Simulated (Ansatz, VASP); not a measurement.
## Fe: VASP beside Ansatz

```xyz
3
Lattice="4.2582 0.0000 0.0000 -2.1291 3.6877 0.0000 0.0000 0.0000 2.4206" Properties=species:S:1:pos:R:3 pbc="T T T"
Fe    0.0000    0.0000    0.0000
Fe    0.0000    2.4585    1.2103
Fe    2.1291    1.2292    1.2103
```

Alike in both runs: task single point; functional PBEsol; k mesh 10 × 10 × 15; occupations fermi-dirac, width 0.05 eV; collinear spin.

```csv
,VASP,Ansatz
version,VASP 6.6.1,Ansatz 0.2.0
potentials or method,"VASP PAW PBE potentials, release 64 (Fe), cutoff 520 eV","plane waves (420 eV) with PAW, scalar-relativistic"
valence electrons in the cell,24,48
```

```tsv
	VASP	Ansatz	Ansatz less VASP
pressure (GPa)	-14.8	-14.9	-0.15
traceless stress, the component that is largest in VASP (GPa)	-0.42	-0.29	+0.124
net moment per atom (μB)	2.61	2.60	-0.008
size of the moment on the site where the two differ most (μB)	2.63	2.65	+0.018
```

VASP's potentials were made for PBE, not for PBEsol, and Ansatz warns of the same on its side. Site moments also hang on the region over which each program counts them. With one functional, cell and mesh, what is left measures potentials, basis and numerics. VASP's potentials hold 24 valence electrons a cell and Ansatz's 48, so a difference there can come from the potentials and not from the codes.
